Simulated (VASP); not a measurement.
Runs of VASP 6.6.1 on Si2W. The structure is that of space group I4/mmm (No. 139), or close to it. The cells are those of the table. 

| cell | k mesh | smearing | gap on the mesh (eV) | pressure (GPa) | largest force (eV/Å) |
| --- | --- | --- | --- | --- | --- |
| a = 3.106, b = 3.227, c = 7.874 Å, 6 atoms | 12 × 12 × 6 | gaussian 0.1 eV | none | (c) | 0.02 |
| a = 3.106, b = 3.229, c = 7.850 Å, 6 atoms | 12 × 12 × 6 | gaussian 0.1 eV | none | 4.5 | - |
| a = 3.178, b = 3.178, c = 8.167 Å, 6 atoms | 12 × 12 × 6 | gaussian 0.1 eV | none | (b) | 0.01 |
| a = 3.347, b = 3.347, c = 7.711 Å, 6 atoms | 12 × 12 × 6 | gaussian 0.1 eV | none | (a) | 0.01 |
| a = 3.154, b = 3.216, c = 7.833 Å, 6 atoms | 12 × 12 × 6 | gaussian 0.1 eV | none | 2.3 | 0.01 |
| a = 3.347, b = 3.167, c = 7.772 Å, 6 atoms | 12 × 12 × 6 | gaussian 0.1 eV | none | -5.0 | 0.01 |
| a = 3.202, b = 3.202, c = 7.816 Å, 6 atoms | 10 × 10 × 6 | gaussian 0.15 eV | none | 0.3 | - |
| a = 3.166, b = 3.166, c = 8.167 Å, 6 atoms | 12 × 12 × 6 | gaussian 0.1 eV | none | -4.6 | 0.05 |

Alike in all rows: task single point; level PBEsol; potentials or basis VASP PAW PBE potentials, release 64 (Si, W_sv); no spin polarisation; cutoff (eV) 520.

**Question.** Fill in the values left out.

**Answer.** (a) -12.9; (b) -6.0; (c) 3.9.

Caveats: the PAW data sets were made with another functional, which shifts forces and pressure a little; spin-orbit coupling is left out, which moves the levels of the heavy elements; the cell stands under tension (at least some runs); the cell stands under pressure (at least some runs).

A k mesh can miss the band edges, and the runs leave out spin-orbit coupling on W.

A gap of «none» marks levels without a gap at the run's occupations.
